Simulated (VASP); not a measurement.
Mg, 2 atoms in the cell. Symmetry: P6_3/mmc, No. 194, hexagonal system. The conventional cell has a = 3.209 Å, b = 3.209 Å, c = 5.210 Å, α = 90.00°, β = 90.00°, γ = 120.00°. Mg (site symmetry -6m2) has 12 Mg at 3.20 to 3.21 Å within 4.2 Å. 

- Program: VASP 6.6.1
- Task: single point
- Functional: PBEsol
- Potentials or basis: VASP PAW PBE potentials, release 64 (Mg)
- Cutoff: 520 eV
- k mesh: 18 × 18 × 10
- Occupations: gaussian, width 0.15 eV
- Spin: no spin polarisation
- Dipole correction: no
- Further INCAR settings: ALGO = Fast; EDIFF = 1e-06; NBANDS = 9

Potentials or basis: VASP PAW PBE potentials, release 64 (Mg).

Command:

```bash
$ cat potpaw_PBE.64/Mg/POTCAR > POTCAR
$ mpirun -np 1 vasp_std > vasp.out
```

Hardware: 1 thread of AMD EPYC 7R13, with other jobs on the host.

**Question.** How long does it take, and how much memory?

**Answer.** Wall time 100 s on 1 thread of AMD EPYC 7R13, with other jobs on the host, peak memory 0.19 GiB. Counts: scf iterations 9, k points 222.
